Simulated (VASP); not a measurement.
# Nb in VASP: notebook, part 2 of 2

VASP 6.6.1. The steps go on from the part before.

**4. Electric field gradients, LDA (zz strain of +2 %)**

The input, INCAR:

```
ALGO = Normal
EDIFF = 1E-8
ENCUT = 520
ISIF = 2
ISMEAR = -1
LASPH = True
LCHARG = False
LEFG = True
LREAL = False
LWAVE = False
NBANDS = 12
NELM = 80
PREC = Accurate
SIGMA = 0.03
```

The input, KPOINTS:

```
k-points
0
Gamma
  13 13 13
```

The input, POSCAR:

```
Nb
1.0
    0.0000000000      2.1150000000      2.1573000000
    2.1150000000      0.0000000000      2.1573000000
    2.1150000000      2.1150000000      0.0000000000
Nb
1
Direct
    0.0000000000      0.0000000000      0.0000000000
```

Potentials or basis: VASP PAW LDA potentials, release 64 (Nb_sv).

Command:

```console
$ cat potpaw_LDA.64/Nb_sv/POTCAR > POTCAR
$ mpirun -np 1 vasp_std > vasp.out
```

OUTCAR:

```text
EDIFF = 1E-8
   ENCUT = 520
   ISIF = 2
   ISMEAR = -1
   LASPH = True
   LREAL = False
   NELM = 80
   PREC = Accurate

 ion  position               nearest neighbor table
   1  0.000  0.000  0.000-

  LATTYP: Found a body centered tetragonal cell.
 ALAT       =     2.9910616844
 C/A-ratio  =     1.4424978336

  Lattice vectors:

 A1 = (  -2.1150000000,   0.0000000000,   2.1573000000)
 A2 = (   2.1150000000,   0.0000000000,   2.1573000000)
 A3 = (   0.0000000000,   2.1150000000,  -2.1573000000)

Analysis of symmetry for initial positions (statically):
=====================================================================
 Subroutine PRICEL returns:
 Original cell was already a primitive cell.

 Routine SETGRP: Setting up the symmetry group for a
 body centered tetragonal supercell.

 Subroutine GETGRP returns: Found 16 space group operations
 (whereof 16 operations were pure point group operations)
 out of a pool of 16 trial point group operations.

The static configuration has the point symmetry D_4h.

Analysis of symmetry for dynamics (positions and initial velocities):
=====================================================================
 Subroutine PRICEL returns:
 Original cell was already a primitive cell.

 Routine SETGRP: Setting up the symmetry group for a
 body centered tetragonal supercell.

 Subroutine GETGRP returns: Found 16 space group operations
 (whereof 16 operations were pure point group operations)
 out of a pool of 16 trial point group operations.

The dynamic configuration has the point symmetry D_4h.

 Subroutine INISYM returns: Found 16 space group operations
[... 151 lines left out ...]
      1     -44.1350      2.00000
      2     -19.7289      2.00000
      3     -19.7257      2.00000
      4     -19.7257      2.00000
      5       4.2539      2.00000
      6      10.3345      1.26060
      7      10.5592      0.00191
      8      10.5592      0.00191
      9      12.7997      0.00000
     10      13.0990      0.00000
     11      22.2353      0.00000
     12      26.4487      0.00000
[... 331 lines left out ...]
 k-point    24 :       0.4615    0.1538    0.0000
  band No.  band energies     occupation
      1     -43.9565      2.00000
      2     -20.6839      2.00000
      3     -20.0065      2.00000
      4     -19.9113      2.00000
      5       7.2589      2.00000
      6       9.3713      2.00000
      7      10.3004      1.68327
      8      11.2021      0.00000
      9      14.8902      0.00000
     10      15.3663      0.00000
     11      20.8051      0.00000
     12      23.7076      0.00000

 [... further k-points ...]
[... 5 lines left out ...]
  --------------------------------------------------------------------------------------
  -------------------------------------------------------------------------------------
  Total       -1.7930964     -1.7930964     -1.2114940      0.0000000      0.0000000      0.0000000
  in kB     -148.8514039   -148.8514039   -100.5704916      0.0000000      0.0000000      0.0000000
  external PRESSURE =    -132.7577665 kB  Pullay stress =       0.0000000 kB

 VOLUME and BASIS-vectors are now :
 -----------------------------------------------------------------------------
  energy-cutoff  :      520.00
  volume of cell :       19.30
      direct lattice vectors                 reciprocal lattice vectors
     0.000000000  2.115000000  2.157300000    -0.236406619  0.236406619  0.231771195
     2.115000000  0.000000000  2.157300000     0.236406619 -0.236406619  0.231771195
     2.115000000  2.115000000  0.000000000     0.236406619  0.236406619 -0.231771195

 POSITION                                       TOTAL-FORCE (eV/Angst)
 -----------------------------------------------------------------------------------
      0.00000      0.00000      0.00000         0.000000     -0.000000      0.000000
 -----------------------------------------------------------------------------------
    total drift:                               -0.000000      0.000000      0.000000

  FREE ENERGIE OF THE ION-ELECTRON SYSTEM (eV)
  ---------------------------------------------------
  free  energy   TOTEN  =       -10.8260613410 eV

  energy  without entropy=      -10.8211546685  energy(sigma->0) =      -10.82360800

 Electric field gradients (V/A^2)
---------------------------------------------------------------------
 ion       V_xx      V_yy      V_zz      V_xy      V_xz      V_yz
---------------------------------------------------------------------
   1       6.500     6.500   -12.999     0.000     0.000     0.000
---------------------------------------------------------------------

 Electric field gradients after diagonalization (V/A^2)
 (convention: |V_zz| > |V_xx| > |V_yy|)
----------------------------------------------------------------------
 ion       V_xx      V_yy      V_zz     asymmetry (V_yy - V_xx)/ V_zz
----------------------------------------------------------------------
   1       6.500     6.499   -12.999       0.000
----------------------------------------------------------------------

           NMR quadrupolar parameters

 Cq : quadrupolar parameter    Cq=e*Q*V_zz/h
 eta: asymmetry parameters     (V_yy - V_xx)/ V_zz
 Q  : nuclear electric quadrupole moment in mb (millibarn)
----------------------------------------------------------------------
 ion       Cq(MHz)       eta       Q (mb)
----------------------------------------------------------------------
   1      -0.031       0.000       1.000
----------------------------------------------------------------------
```

OSZICAR:

```text
N       E                     dE             d eps       ncg     rms          rms(c)
DAV:   1     0.120107313214E+03    0.12011E+03   -0.71439E+03  4720   0.108E+03
DAV:   2    -0.572516516239E+01   -0.12583E+03   -0.12121E+03  5196   0.405E+02
DAV:   3    -0.110346628997E+02   -0.53095E+01   -0.50689E+01  7108   0.730E+01
DAV:   4    -0.113622228372E+02   -0.32756E+00   -0.32366E+00  6696   0.154E+01
DAV:   5    -0.113783103146E+02   -0.16087E-01   -0.16082E-01  7320   0.299E+00    0.636E+00
DAV:   6    -0.108882209036E+02    0.49009E+00   -0.74323E-01  7672   0.108E+01    0.220E+00
DAV:   7    -0.108246387912E+02    0.63582E-01   -0.19618E-01  7784   0.532E+00    0.920E-01
DAV:   8    -0.108260018548E+02   -0.13631E-02   -0.11702E-02  5952   0.138E+00    0.444E-02
DAV:   9    -0.108260525872E+02   -0.50732E-04   -0.77967E-04  8088   0.305E-01    0.251E-02
DAV:  10    -0.108260598900E+02   -0.73028E-05   -0.81851E-06  5964   0.325E-02    0.160E-02
DAV:  11    -0.108260613531E+02   -0.14631E-05   -0.92457E-06  6576   0.495E-02    0.239E-03
DAV:  12    -0.108260613661E+02   -0.12980E-07   -0.68208E-07  6812   0.726E-03    0.141E-03
DAV:  13    -0.108260613422E+02    0.23891E-07   -0.37586E-08  6408   0.301E-03    0.759E-05
DAV:  14    -0.108260613410E+02    0.12071E-08   -0.14972E-09  3772   0.371E-04
   1 F= -.10826061E+02 E0= -.10823608E+02  d E =-.490667E-02
```

stdout:

```text
POSCAR found type information on POSCAR Nb
 POSCAR found :  1 types and       1 ions
 scaLAPACK will be used
 LDA part: xc-table for (Slater(with rela. corr.)+CA(PZ))
 , standard interpolation
 POSCAR, INCAR and KPOINTS ok, starting setup
 FFT: planning ... GRIDC
 FFT: planning ... GRID_SOFT
 FFT: planning ... GRID
 WAVECAR not read
 entering main loop
ion   1
```

Run time: 31 s. Hardware: 1 thread of Intel Xeon 6975P-C, shared host; peak memory 0.16 GiB.

What came out:

```yaml
Free_energy: -10.8261 eV
Pressure: -13.3 GPa
```

Electric field gradients, principal values (V/Å²):
| atom | least | middle | greatest (by size) |
| --- | --- | --- | --- |
| 1 Nb | 6.499 | 6.500 | -12.999 |

Caveat: the cell differs from its parent crystal (zz strain of +2 %); without QUAD_EFG the Cq values of the log hold for a quadrupole moment of 1 mb, not for the nuclei.

**5. Electric field gradients, LDA (zz strain of +2 %)**

The input, INCAR:

```
SYSTEM = Nb
  PREC = Accurate
  ENCUT = 520
  EDIFF = 1E-8
  ISMEAR = -1
  SIGMA = 0.03
  LREAL = .False.
  LASPH = .True.
  NELM = 100
  ALGO = Normal
  ISIF = 2
  LWAVE = .False.
  LCHARG = .False.
  LEFG = .True.
  NBANDS = 12
```

The input, KPOINTS:

```
regular mesh
0
Gamma
  13 13 13
  0 0 0
```

POSCAR is that of step 4.

Potentials or basis: VASP PAW LDA potentials, release 64 (Nb_sv).

Command:

```console
$ cat potpaw_LDA.64/Nb_sv/POTCAR > POTCAR
$ mpirun -np 1 vasp_std > vasp.out
```

OUTCAR:

```text
SYSTEM = Nb
   PREC = Accurate
   ENCUT = 520
   EDIFF = 1E-8
   ISMEAR = -1
   LREAL = .False.
   LASPH = .True.
   NELM = 100
   ISIF = 2

 ion  position               nearest neighbor table
   1  0.000  0.000  0.000-

  LATTYP: Found a body centered tetragonal cell.
 ALAT       =     2.9910616844
 C/A-ratio  =     1.4424978336

  Lattice vectors:

 A1 = (  -2.1150000000,   0.0000000000,   2.1573000000)
 A2 = (   2.1150000000,   0.0000000000,   2.1573000000)
 A3 = (   0.0000000000,   2.1150000000,  -2.1573000000)

Analysis of symmetry for initial positions (statically):
=====================================================================
 Subroutine PRICEL returns:
 Original cell was already a primitive cell.

 Routine SETGRP: Setting up the symmetry group for a
 body centered tetragonal supercell.

 Subroutine GETGRP returns: Found 16 space group operations
 (whereof 16 operations were pure point group operations)
 out of a pool of 16 trial point group operations.

The static configuration has the point symmetry D_4h.

Analysis of symmetry for dynamics (positions and initial velocities):
=====================================================================
 Subroutine PRICEL returns:
 Original cell was already a primitive cell.

 Routine SETGRP: Setting up the symmetry group for a
 body centered tetragonal supercell.

 Subroutine GETGRP returns: Found 16 space group operations
 (whereof 16 operations were pure point group operations)
 out of a pool of 16 trial point group operations.

The dynamic configuration has the point symmetry D_4h.

 Subroutine INISYM returns: Found 16 space group operations
 (whereof 16 operations are pure point group operations),
 and found     1 'primitive' translations

----------------------------------------------------------------------------------------

                                     Primitive cell

  volume of cell :      19.3002

  direct lattice vectors                    reciprocal lattice vectors
     0.000000000  2.115000000  2.157300000    -0.236406619  0.236406619  0.231771195
     2.115000000  0.000000000  2.157300000     0.236406619 -0.236406619  0.231771195
     2.115000000  2.115000000  0.000000000     0.236406619  0.236406619 -0.231771195

  length of vectors
     3.021120370  3.021120370  2.991061684     0.406809619  0.406809619  0.406809619

  position of ions in fractional coordinates (direct lattice)
     0.000000000  0.000000000  0.000000000

  ion indices of the primitive-cell ions
   primitive index   ion index
                 1           1

----------------------------------------------------------------------------------------

 KPOINTS: regular mesh

Automatic generation of k-mesh.
 Grid dimensions read from file:
 generate k-points for:   13   13   13

 Generating k-lattice:

  Cartesian coordinates                     Fractional coordinates (reciprocal lattice)
    -0.018185125  0.018185125  0.017828553     0.076923077  0.000000000  0.000000000
     0.018185125 -0.018185125  0.017828553     0.000000000  0.076923077  0.000000000
     0.018185125  0.018185125 -0.017828553     0.000000000  0.000000000  0.076923077

  Length of vectors
[... 66 lines left out ...]
   NELECT =      13.0000    total number of electrons
   NUPDOWN=      -1.0000    fix difference up-down
   EMIN   =  10.00;   EMAX   =-10.00  energy-range for DOS
   EFERMI =   0.00;   METHOD = LEGACY
   ISMEAR =    -1;   SIGMA  =   0.03  broadening in eV -4-tet -1-fermi 0-gaus
   EFERMI_NEDOS =   21; number of points for ismear=-14 and -15
   IALGO  =     38    algorithm
   IMIX   =      4    mixing-type and parameters
     AMIX     =   0.40;   BMIX     =  1.00
     AMIX_MAG =   1.60;   BMIX_MAG =  1.00
  volume/ion in A,a.u.               =      19.30       130.24
  Fermi-wavevector in a.u.,A,eV,Ry     =   1.435056  2.711863 28.019645  2.059386
  Thomas-Fermi vector in A             =   2.554397
   LORBIT       =      0    0 simple, 1 ext, 2 COOP (PROOUT), +10 PAW based schemes
   GGA     = CA    functional components
   LHFCALC =     F    Hartree Fock is set to
   AEXX    =    0.0000 exact exchange contribution
   IVDW    =     0    specifies the selected vdW correction
   LEPSILON=     F    determine dielectric tensor
   LRPA    =     F    only Hartree local field effects (RPA)
 non-spin polarized calculation
  energy-cutoff  :      520.00
  volume of cell :       19.30
 maximum number of plane-waves:       540
   NGX = 11   NGY = 11   NGZ = 11

 number of electron      13.0000000 magnetization

 Free energy of the ion-electron system (eV)
  ---------------------------------------------------
  ext. energy  EPLUGINS =         0.00000000
  ---------------------------------------------------
  free energy    TOTEN  =       -10.82606134 eV

  energy without entropy =      -10.82115467  energy(sigma->0) =      -10.82360800

 E-fermi :  10.3505     XC(G=0): -12.3668

 val. band max:       10.3347482743   @ k =   0.3846  -0.0000   0.0000
 cond. band min:      10.3533290091   @ k =  -0.3846   0.2308   0.0769
 fundamental gap:      0.0185807348
 Fermi energy:        10.3505244789

 k-point     1 :       0.0000    0.0000    0.0000
  band No.  band energies     occupation
      1     -44.1350      2.00000
      2     -19.7289      2.00000
      3     -19.7257      2.00000
      4     -19.7257      2.00000
      5       4.2539      2.00000
      6      10.3345      1.26060
      7      10.5592      0.00191
      8      10.5592      0.00191
      9      12.7997      0.00000
     10      13.0990      0.00000
     11      22.2353      0.00000
     12      26.4487      0.00000
[... 331 lines left out ...]
 k-point    24 :       0.4615    0.1538    0.0000
  band No.  band energies     occupation
      1     -43.9565      2.00000
      2     -20.6839      2.00000
      3     -20.0065      2.00000
      4     -19.9113      2.00000
      5       7.2589      2.00000
      6       9.3713      2.00000
      7      10.3004      1.68327
      8      11.2021      0.00000
      9      14.8902      0.00000
     10      15.3663      0.00000
     11      20.8051      0.00000
     12      23.7076      0.00000

 [... further k-points ...]
[... 5 lines left out ...]
  --------------------------------------------------------------------------------------
  -------------------------------------------------------------------------------------
  Total       -1.7930964     -1.7930964     -1.2114940      0.0000000      0.0000000      0.0000000
  in kB     -148.8514039   -148.8514039   -100.5704916      0.0000000      0.0000000      0.0000000
  external PRESSURE =    -132.7577665 kB  Pullay stress =       0.0000000 kB

 VOLUME and BASIS-vectors are now :
 -----------------------------------------------------------------------------
  energy-cutoff  :      520.00
  volume of cell :       19.30
      direct lattice vectors                 reciprocal lattice vectors
     0.000000000  2.115000000  2.157300000    -0.236406619  0.236406619  0.231771195
     2.115000000  0.000000000  2.157300000     0.236406619 -0.236406619  0.231771195
     2.115000000  2.115000000  0.000000000     0.236406619  0.236406619 -0.231771195

 POSITION                                       TOTAL-FORCE (eV/Angst)
 -----------------------------------------------------------------------------------
      0.00000      0.00000      0.00000         0.000000     -0.000000      0.000000
 -----------------------------------------------------------------------------------
    total drift:                               -0.000000      0.000000      0.000000

  FREE ENERGIE OF THE ION-ELECTRON SYSTEM (eV)
  ---------------------------------------------------
  free  energy   TOTEN  =       -10.8260613410 eV

  energy  without entropy=      -10.8211546685  energy(sigma->0) =      -10.82360800

 Electric field gradients (V/A^2)
---------------------------------------------------------------------
 ion       V_xx      V_yy      V_zz      V_xy      V_xz      V_yz
---------------------------------------------------------------------
   1       6.500     6.500   -12.999     0.000     0.000     0.000
---------------------------------------------------------------------

 Electric field gradients after diagonalization (V/A^2)
 (convention: |V_zz| > |V_xx| > |V_yy|)
----------------------------------------------------------------------
 ion       V_xx      V_yy      V_zz     asymmetry (V_yy - V_xx)/ V_zz
----------------------------------------------------------------------
   1       6.500     6.499   -12.999       0.000
----------------------------------------------------------------------

           NMR quadrupolar parameters

 Cq : quadrupolar parameter    Cq=e*Q*V_zz/h
 eta: asymmetry parameters     (V_yy - V_xx)/ V_zz
 Q  : nuclear electric quadrupole moment in mb (millibarn)
----------------------------------------------------------------------
 ion       Cq(MHz)       eta       Q (mb)
----------------------------------------------------------------------
   1      -0.031       0.000       1.000
----------------------------------------------------------------------
```

OSZICAR:

```text
N       E                     dE             d eps       ncg     rms          rms(c)
DAV:   1     0.120107313214E+03    0.12011E+03   -0.71439E+03  4720   0.108E+03
DAV:   2    -0.572516516239E+01   -0.12583E+03   -0.12121E+03  5196   0.405E+02
DAV:   3    -0.110346628997E+02   -0.53095E+01   -0.50689E+01  7108   0.730E+01
DAV:   4    -0.113622228372E+02   -0.32756E+00   -0.32366E+00  6696   0.154E+01
DAV:   5    -0.113783103146E+02   -0.16087E-01   -0.16082E-01  7320   0.299E+00    0.636E+00
DAV:   6    -0.108882209036E+02    0.49009E+00   -0.74323E-01  7672   0.108E+01    0.220E+00
DAV:   7    -0.108246387912E+02    0.63582E-01   -0.19618E-01  7784   0.532E+00    0.920E-01
DAV:   8    -0.108260018548E+02   -0.13631E-02   -0.11702E-02  5952   0.138E+00    0.444E-02
DAV:   9    -0.108260525872E+02   -0.50732E-04   -0.77967E-04  8088   0.305E-01    0.251E-02
DAV:  10    -0.108260598900E+02   -0.73028E-05   -0.81851E-06  5964   0.325E-02    0.160E-02
DAV:  11    -0.108260613531E+02   -0.14631E-05   -0.92457E-06  6576   0.495E-02    0.239E-03
DAV:  12    -0.108260613661E+02   -0.12980E-07   -0.68208E-07  6812   0.726E-03    0.141E-03
DAV:  13    -0.108260613422E+02    0.23891E-07   -0.37586E-08  6408   0.301E-03    0.759E-05
DAV:  14    -0.108260613410E+02    0.12071E-08   -0.14972E-09  3772   0.371E-04
   1 F= -.10826061E+02 E0= -.10823608E+02  d E =-.490667E-02
```

Run time: 30 s. Hardware: 1 thread of Intel Xeon 6975P-C, shared host; peak memory 0.16 GiB.

Results:

```yaml
Free_energy: -10.8261 eV
Pressure: -13.3 GPa
```

Levels at points of the mesh, in eV from the Fermi level:
```tsv
k point	band 3	band 4	band 5	band 6	band 7	band 8	band 9	band 10
(0.00, 0.00, 0.00)	-30.08	-30.08	-6.10	-0.02	0.21	0.21	2.45	2.75
```

Electric field gradients, principal values (V/Å²):
```tsv
atom	least	middle	greatest (by size)
1 Nb	6.499	6.500	-12.999
```

Caveat: the cell differs from its parent crystal (zz strain of +2 %); without QUAD_EFG the Cq values of the log hold for a quadrupole moment of 1 mb, not for the nuclei.

**6. Overview**

| cell | gap on the mesh (eV) | pressure (GPa) |
| --- | --- | --- |
| a = 3.030 Å, angles 60.0°, 1 atom | none | -15.7 |
| a = 3.006, b = 3.006, c = 2.991 Å, angles 60.2, 60.2, 59.7°, 1 atom | none | -11.9 |
| a = 3.021, b = 3.021, c = 2.991 Å, angles 60.3, 60.3, 59.3°, 1 atom | none | -13.3 |

Alike in all rows: task electric field gradients; level LDA; potentials or basis VASP PAW LDA potentials, release 64 (Nb_sv); no spin polarisation; k mesh 13 × 13 × 13; cutoff (eV) 520; smearing fermi-dirac 0.03 eV.

Absolute energies hang on the potentials; compare differences alone.
